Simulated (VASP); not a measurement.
Wanted: the native input for a VASP 6.6.1 run.

| Quantity | Value |
| --- | --- |
| Task | single point |
| Functional | PBEsol |
| Potentials or basis | VASP PAW PBE potentials, release 64 (Al, Cu) |
| Cutoff | 520 eV |
| k mesh | 6 × 6 × 6 |
| Occupations | fermi-dirac, width 0.05 eV |
| Spin | no spin polarisation |
| Dipole correction | no |
| Further INCAR settings | ALGO = Normal; EDIFF = 1e-06; NBANDS = 26 |

The structure of AlCu3 lies in POSCAR:

```
AlCu3
1.0
    3.5631239814      0.0000000000      0.0000000000
    0.0000000000      3.5631239814      0.0000000000
    0.0000000000      0.0000000000      3.5631239814
Al Cu
1 3
Direct
    0.0000000000      0.0000000000      0.0000000000
    0.5000000000      0.5000000000      0.0000000000
    0.5000000000      0.0000000000      0.5000000000
    0.0000000000      0.5000000000      0.5000000000
```

One way to write it, as run:

INCAR

```
SYSTEM = AlCu3
  PREC = Accurate
  ENCUT = 520
  EDIFF = 1E-6
  ISMEAR = -1
  SIGMA = 0.05
  LREAL = .FALSE.
  LASPH = .TRUE.
  NELM = 80
  ALGO = Normal
  ISIF = 2
  LWAVE = .FALSE.
  LCHARG = .FALSE.
  GGA = PS
  NBANDS = 26
```

KPOINTS

```
Automatic mesh
0
G
  6 6 6
  0 0 0
```

Potentials or basis: VASP PAW PBE potentials, release 64 (Al, Cu).

The run is started by

```console
$ cat potpaw_PBE.64/Al/POTCAR potpaw_PBE.64/Cu/POTCAR > POTCAR
$ mpirun -np 1 vasp_std > vasp.out
```

It gave:

```json
{
 "Pressure": "10.6 GPa",
 "Band gap on the k mesh": "zero (band 18 reaches 13.37 eV, above the bottom of band 19 at 7.58 eV)"
}
```

Caveat: the PAW data sets were made with another functional, which shifts forces and pressure a little.

It took 10 s on 1 thread of Intel(R) Xeon(R) 6975P-C (Granite Rapids), on a shared host, peak memory 0.16 GiB.
